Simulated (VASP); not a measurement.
Input of a VASP 6.6.1 run:

The input POSCAR:

```
Ir
1.0
    2.5312676630      0.0000000000      0.0000000000
   -1.2656338315      2.1921420999      0.0000000000
    0.0000000000      0.0000000000      4.4622900000
Ir
2
Direct
    0.6666666667      0.3333333333      0.7500000000
    0.3333333333      0.6666666667      0.2500000000
```

The input INCAR.step1:

```
  PREC = Accurate
  ENCUT = 520
  ISMEAR = 0
  SIGMA = 0.15
  LREAL = False
  LASPH = True
  NELM = 100
  NBANDS = 16
  GGA = PE
  ALGO = Normal
  EDIFF = 1E-4
  LWAVE = True
  LCHARG = False
```

File INCAR.step2:

```
  PREC = Accurate
  ENCUT = 520
  EDIFF = 1E-7
  ISMEAR = 0
  SIGMA = 0.15
  LREAL = False
  LASPH = True
  NELM = 100
  ALGO = Normal
  ISIF = 2
  LWAVE = False
  LCHARG = False
  METAGGA = R2SCAN
  LMIXTAU = True
  NBANDS = 16
  ISTART = 1
```

KPOINTS

```
regular mesh
0
Gamma
  18 18 12
```

Potentials or basis: VASP PAW PBE potentials, release 64 (Ir).

Run with:

```console
$ cat potpaw_PBE.64/Ir/POTCAR > POTCAR
$ cp INCAR.step1 INCAR
$ mpirun -np 1 vasp_std > vasp.out
$ cp INCAR.step2 INCAR
$ mpirun -np 1 vasp_std > vasp.out
```

Q: What does it give for the pressure?

A: 84.9 GPa.

Q: What does it give for the band gap on the k mesh?

A: Zero (bands 9 and 10 overlap by 4.80 eV).

Stress tensor (GPa, compression positive):
```
104.56   0.00   0.00
  0.00 104.56   0.00
  0.00   0.00  45.47
```

Caveat: the cell differs from its parent crystal (strain -0.080 along x and y, +0.000 along z); the stress differs along the axes, from 45 to 105 GPa; the PAW data sets were made with another functional, which shifts forces and pressure a little; spin-orbit coupling is left out, which moves the levels of the heavy elements.
